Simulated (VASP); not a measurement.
Runs of VASP 6.6.1 on Hf3Ru. The structure is that of space group Pm-3m (No. 221), or close to it. The cells are those of the table. 

```csv
task,cell,k mesh,cutoff (eV),gap on the mesh (eV),pressure (GPa),relaxed volume (Å³/atom)
single point,"a = 4.294 Å, 4 atoms",12 × 12 × 12,520,none,(a),-
relaxation of cell and atoms,"relaxed from a = 4.299 Å, 4 atoms",12 × 12 × 12,600,none,0.0,(b)
single point,"a = 4.299 Å, 4 atoms",4 × 4 × 4,520,none,-0.9,-
single point,"a = 4.122 Å, 4 atoms",4 × 4 × 4,520,none,19.8,-
relaxation of cell and atoms,"relaxed from a = 4.122 Å, 4 atoms",4 × 4 × 4,600,none,0.0,19.73
```

Alike in all rows: level PBE; potentials or basis VASP PAW PBE potentials, release 64 (Hf_pv, Ru_pv); no spin polarisation; smearing gaussian 0.1 eV.

Question: Fill in the values left out.

Answer: (a) -0.7; (b) 19.70.

Caveats: some runs use coarse meshes; spin-orbit coupling is left out, which moves the levels of the heavy elements.

A k mesh can miss the band edges, and the runs leave out spin-orbit coupling on Hf, Ru.

A gap of «none» marks levels without a gap at the run's occupations.
